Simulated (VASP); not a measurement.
Write the native input for VASP 6.6.1 that does the following.

| Property | Result |
| --- | --- |
| Task | single point |
| Functional | PBE |
| Potentials or basis | VASP PAW PBE potentials, release 64 (Ti_sv, B) |
| Cutoff | 520 eV |
| k mesh | 15 × 15 × 13 |
| Occupations | fermi-dirac, width 0.08 eV |
| Spin | no spin polarisation |
| Dipole correction | no |
| Further INCAR settings | ALGO = Normal; EDIFF = 1e-06; NBANDS = 16 |

The structure of TiB2 lies in POSCAR:

```
TiB2
1.0
    2.9882580721      0.0000000000      0.0000000000
   -1.4941290361      2.5879074035      0.0000000000
    0.0000000000      0.0000000000      3.1847676243
Ti B
1 2
Direct
    0.0000000000      0.0000000000      0.0000000000
    0.3333333333      0.6666666667      0.5000000000
    0.6666666667      0.3333333333      0.5000000000
```

This cell differs from its parent crystal: volume scaled by 0.96.

One way to write it, as run:

INCAR

```
  PREC = Accurate
  ENCUT = 520
  EDIFF = 1E-6
  ISMEAR = -1
  SIGMA = 0.08
  LREAL = False
  LASPH = True
  NELM = 80
  ALGO = Normal
  ISIF = 2
  LWAVE = False
  LCHARG = False
  GGA = PE
  NBANDS = 16
```

KPOINTS

```
regular mesh
0
Gamma
  15 15 13
```

Potentials or basis: VASP PAW PBE potentials, release 64 (Ti_sv, B).

Run with:

```console
$ cat potpaw_PBE.64/Ti_sv/POTCAR potpaw_PBE.64/B/POTCAR > POTCAR
$ mpirun -np 1 vasp_std > vasp.out
```

It gave:

* Pressure: 11.8 GPa
* Band gap on the k mesh: zero (band 9 reaches 10.78 eV, above the bottom of band 10 at 10.29 eV)

Wall time 46 s on 1 thread of Intel(R) Xeon(R) 6975P-C (Granite Rapids) (shared host), peak memory 0.19 GiB.
